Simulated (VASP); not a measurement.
Wanted: the native input for a VASP 6.6.1 run.

- Task: relaxation of cell and atoms
- Functional: HSE06
- Potentials or basis: VASP PAW PBE potentials, release 64 (Be, Te)
- Cutoff: 600 eV
- k mesh: 6 × 6 × 6
- Occupations: fermi-dirac, width 0.02 eV
- Spin: no spin polarisation
- Dipole correction: no
- Grid for exact exchange (PRECFOCK): Normal
- Further INCAR settings: ALGO = Normal; EDIFF = 1e-06; IBRION = 2; EDIFFG = -0.005; NSW = 80; ISIF = 3
- Share of exact exchange: 0.25
- Screening parameter: 0.2079 1/Å

The system is BeTe.

```
Be Te
1.0
     0.00000    2.82862    2.82862
     2.82862    0.00000    2.82862
     2.82862    2.82862    0.00000
Be Te
1 1
Direct
  0.00000 0.00000 0.00000
  0.25000 0.25000 0.25000
```

These files were run (other wordings do the same):

POSCAR

```
BeTe
1.0
    0.0000000000      2.8286228811      2.8286228811
    2.8286228811      0.0000000000      2.8286228811
    2.8286228811      2.8286228811      0.0000000000
Be Te
1 1
Direct
    0.0000000000      0.0000000000      0.0000000000
    0.2500000000      0.2500000000      0.2500000000
```

INCAR.step1

```
SYSTEM = BeTe
PREC = Accurate ; ENCUT = 600
EDIFF = 1E-5 ; ISMEAR = -1
SIGMA = 0.02 ; LREAL = .FALSE.
LASPH = .TRUE. ; NELM = 80
ALGO = Normal ; LWAVE = .TRUE.
LCHARG = .FALSE. ; GGA = PE
NBANDS = 11
```

INCAR.step2

```
SYSTEM = BeTe
PREC = Accurate ; ENCUT = 600
EDIFF = 1E-6 ; ISMEAR = -1
SIGMA = 0.02 ; LREAL = .FALSE.
LASPH = .TRUE. ; NELM = 80
ALGO = Normal ; ISIF = 3
LWAVE = .FALSE. ; LCHARG = .FALSE.
GGA = PE ; LHFCALC = .TRUE.
HFSCREEN = 0.2079 ; PRECFOCK = Normal
IBRION = 2 ; NSW = 80
EDIFFG = -0.005 ; ISTART = 1
```

KPOINTS

```
Automatic mesh
0
G
  6 6 6
  0 0 0
```

Potentials or basis: VASP PAW PBE potentials, release 64 (Be, Te).

Launch:

```bash
$ cat potpaw_PBE.64/Be/POTCAR potpaw_PBE.64/Te/POTCAR > POTCAR
$ cp INCAR.step1 INCAR
$ mpirun -np 1 vasp_std > vasp.out
$ cp INCAR.step2 INCAR
$ mpirun -np 1 vasp_std > vasp.out
```

It gave:

```
Relaxed volume                        : 22.27 Å³/atom
Relaxed cell                          : a = 3.979 Å, b = 3.979 Å, c = 3.979 Å, α = 60.00°, β = 60.00°, γ = 60.00°
Space group after relaxing (to 0.1 Å) : F-43m (No. 216)
Energy gained by relaxing             : 1.1 meV/atom
Ionic steps                           : 3
Pressure after relaxing               : 0.0 GPa
Band gap on the k mesh                : 2.63 eV (least direct gap 4.47 eV)
```

Caveat: the PAW data sets were made with another functional, which shifts forces and pressure a little; spin-orbit coupling is left out, which moves the levels of the heavy elements.

It took 15 min on 1 thread of Intel(R) Xeon(R) 6975P-C (Granite Rapids), on a shared host, peak memory 0.31 GiB.
